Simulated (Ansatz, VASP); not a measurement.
Two plane-wave programs on SbSe2

```
Sb Se
1.0
    -1.84094    1.84094    5.22693
     1.84094   -1.84094    5.22693
     1.84094    1.84094   -5.22693
Sb Se
1 2
Direct
  0.00000 0.00000 0.00000
  0.64974 0.64974 0.00000
  0.35026 0.35026 0.00000
```

Alike in both runs: functional PBE; k mesh 6 × 6 × 6; occupations gaussian, width 0.1 eV; no spin polarisation.

Ansatz relaxed the structure, and its values are those at the end. VASP's run is a single point on that final structure, the one shown.

|  | VASP | Ansatz |
| --- | --- | --- |
| version | VASP 6.6.1 | Ansatz 0.2.0 |
| potentials or method | VASP PAW PBE potentials, release 64 (Sb, Se), cutoff 520 eV | scalar-relativistic, plane waves, PAW |
| valence electrons in the cell | 17 | 47 |

```tsv
	VASP	Ansatz	Ansatz less VASP
gap on the k mesh at the Fermi level (eV)	none	none	-
pressure (GPa)	0.0	0.1	+0.13
rms of the force components (eV/Å)	0.001	0.005	+0.0043
```

A gap of «none» marks a metal or a gap that the smearing closes. The functional is the same, so the differences come from potentials, cutoffs and numerics. VASP's potentials hold 17 valence electrons a cell and Ansatz's 47, so a difference there can come from the potentials and not from the codes.

The k mesh is coarse, so the values compare programs but aren't converged. Neither program's run includes spin-orbit coupling.
